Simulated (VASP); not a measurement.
# Cs: single point with PBE

Crystal: Cs.

```
CELL_PARAMETERS angstrom
-3.09806 3.09806 2.94694
3.09806 -3.09806 2.94694
3.09806 3.09806 -2.94694
ATOMIC_POSITIONS crystal
Cs 0.00000 0.00000 0.00000
```

This cell differs from its parent crystal: strain +0.025 along x and y, -0.025 along z.

```yaml
Program: VASP 6.6.1
Task: single point
Functional: PBE
Potentials_or_basis: VASP PAW PBE potentials, release 64 (Cs_sv)
Cutoff: 520 eV
k_mesh: 12 × 12 × 12
Occupations: gaussian, width 0.15 eV
Spin: no spin polarisation
```

```json
{
  "Pressure": "0.1 GPa"
}
```

Levels at points of the mesh, in eV from the Fermi level:
| k point | band 2 | band 3 | band 4 | band 5 | band 6 | band 7 | band 8 | band 9 |
| --- | --- | --- | --- | --- | --- | --- | --- | --- |
| (0.00, 0.00, 0.00) | -10.59 | -10.59 | -10.59 | -1.69 | 2.37 | 2.58 | 2.58 | 3.22 |
| (0.50, 0.00, 0.00) | -10.73 | -10.64 | -10.59 | 0.05 | 0.93 | 1.57 | 3.26 | 3.93 |
| (0.50, 0.50, 0.00) | -10.73 | -10.63 | -10.59 | -0.01 | 0.82 | 1.80 | 3.07 | 3.73 |
| (0.50, 0.50, 0.50) | -10.70 | -10.70 | -10.68 | 0.59 | 0.68 | 2.92 | 2.92 | 3.33 |

Run time: 51 s on 1 thread of Intel(R) Xeon(R) 6975P-C (Granite Rapids), with other jobs on the host, peak memory 0.34 GiB.

Caveat: the cell differs from its parent crystal (strain +0.025 along x and y, -0.025 along z); spin-orbit coupling is left out, which moves the levels of the heavy elements.
